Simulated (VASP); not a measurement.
Wanted: the native input for a VASP 6.6.1 run.

- Task: single point
- Functional: PBEsol
- Potentials or basis: VASP PAW PBE potentials, release 64 (Cu, S)
- Cutoff: 520 eV
- k mesh: 16 × 16 × 16
- Occupations: gaussian, width 0.15 eV
- Spin: no spin polarisation
- Dipole correction: no
- Further INCAR settings: ALGO = Normal; EDIFF = 1e-07; NBANDS = 16

The structure of CuS lies in POSCAR:

```
CuS
1.0
    0.0000000000      2.5800301133      2.5800301133
    2.4252283065      0.0000000000      2.5800301133
    2.4252283065      2.5800301133      0.0000000000
Cu S
1 1
Direct
    0.2500000000      0.2500000000      0.2500000000
    0.0000000000      0.0000000000      0.0000000000
```

This cell differs from its parent crystal: strain -0.0600 x Voigt [1, 0, 0, 0, 0, 0].

One way to write it, as run:

INCAR

```
SYSTEM = CuS
  PREC = Accurate
  ENCUT = 520
  EDIFF = 1E-7
  ISMEAR = 0
  SIGMA = 0.15
  LREAL = .FALSE.
  LASPH = .TRUE.
  NELM = 100
  ALGO = Normal
  ISIF = 2
  LWAVE = .FALSE.
  LCHARG = .FALSE.
  GGA = PS
  NBANDS = 16
```

KPOINTS

```
Automatic mesh
0
G
  16 16 16
  0 0 0
```

Potentials or basis: VASP PAW PBE potentials, release 64 (Cu, S).

Launch:

```console
$ cat potpaw_PBE.64/Cu/POTCAR potpaw_PBE.64/S/POTCAR > POTCAR
$ mpirun -np 1 vasp_std > vasp.out
```

It gave:

```json
{
 "Pressure": "4.6 GPa"
}
```

Caveat: the cell differs from its parent crystal (strain -0.0600 x Voigt [1, 0, 0, 0, 0, 0]); the PAW data sets were made with another functional, which shifts forces and pressure a little.

Run time: 3 min on 1 thread of Intel Xeon 6975P-C (shared host), peak memory 0.3 GiB.
